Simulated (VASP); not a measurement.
Ge, 2 atoms in the cell. The structure is tetragonal, space group I4_1/amd (No. 141). The conventional cell has a = 4.000 Å, b = 4.000 Å, c = 5.544 Å, α = 90.00°, β = 90.00°, γ = 90.00°. Ge (site symmetry -4m2) has 4 Ge at 2.43 Å within 3.2 Å.  This cell differs from its parent crystal: zz strain of -2 %.

| Quantity | Value |
| --- | --- |
| Program | VASP 6.6.1 |
| Task | single point |
| Functional | PBE |
| Potentials or basis | VASP PAW PBE potentials, release 64 (Ge_d) |
| Cutoff | 520 eV |
| k mesh | 10 × 10 × 10 |
| Occupations | fermi-dirac, width 0.05 eV |
| Spin | no spin polarisation |
| Dipole correction | no |
| Further INCAR settings | ALGO = Normal; EDIFF = 1e-06; NBANDS = 21 |

Potentials or basis: VASP PAW PBE potentials, release 64 (Ge_d).

Command:

```sh
$ cat potpaw_PBE.64/Ge_d/POTCAR > POTCAR
$ mpirun -np 1 vasp_std > vasp.out
```

Hardware: 1 thread of Intel(R) Xeon(R) 6975P-C (Granite Rapids), on a shared host.

Q: Estimate the wall time of this run.

A: Run time: 32 s on 1 thread of Intel(R) Xeon(R) 6975P-C (Granite Rapids), with other jobs on the host, peak memory 0.21 GiB. Counts: scf iterations 12, k points 102.
